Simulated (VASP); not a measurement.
Write the native input for VASP 6.6.1 that does the following.

* Task: single point
* Functional: PBE
* Potentials or basis: VASP PAW PBE potentials, release 64 (Sc_sv, B, Pd)
* Cutoff: 520 eV
* k mesh: 6 × 6 × 6
* Occupations: methfessel-paxton, width 0.1 eV
* Spin: no spin polarisation
* Dipole correction: no
* Further INCAR settings: ALGO = Normal; EDIFF = 1e-07; NBANDS = 30

The structure of ScBPd3 lies in POSCAR:

```
ScBPd3
1.0
    4.2349570000      0.0000000000      0.0000000000
    0.0000000000      4.2349570000      0.0000000000
    0.0000000000      0.0000000000      4.2349570000
Sc B Pd
1 1 3
Direct
    0.0000000000      0.0000000000      0.0000000000
    0.5000000000      0.5000000000      0.5000000000
    0.0000000000      0.5000000000      0.5000000000
    0.5000000000      0.5000000000      0.0000000000
    0.5000000000      0.0000000000      0.5000000000
```

These files were run (other wordings do the same):

INCAR

```
PREC     = Accurate       # precision mode
ENCUT    = 520            # plane-wave cutoff, eV
EDIFF    = 1E-7           # SCF threshold, eV
ISMEAR   = 1              # smearing method
SIGMA    = 0.1            # smearing width, eV
LREAL    = F              # projectors in reciprocal space
LASPH    = T              # aspherical terms in the spheres
NELM     = 80             # most SCF steps
ALGO     = Normal         # electronic algorithm
ISIF     = 2              # what is computed and relaxed
LWAVE    = F              # write WAVECAR
LCHARG   = T              # write CHGCAR
GGA      = PE             # functional
LELF     = T              # ELF
LVHAR    = T            
NBANDS   = 30             # bands
```

KPOINTS

```
Automatic mesh
0
Gamma
  6 6 6
```

Potentials or basis: VASP PAW PBE potentials, release 64 (Sc_sv, B, Pd).

Run with:

```sh
$ cat potpaw_PBE.64/Sc_sv/POTCAR potpaw_PBE.64/B/POTCAR potpaw_PBE.64/Pd/POTCAR > POTCAR
$ mpirun -np 1 vasp_std > vasp.out
```

It gave:

```json
{
 "Pressure": "-0.8 GPa",
 "Band gap on the k mesh": "zero (band 22 reaches 8.41 eV, above the bottom of band 23 at 6.65 eV)"
}
```

Wall time 36 s on 1 thread of Intel Xeon 6975P-C (shared host), peak memory 0.2 GiB.
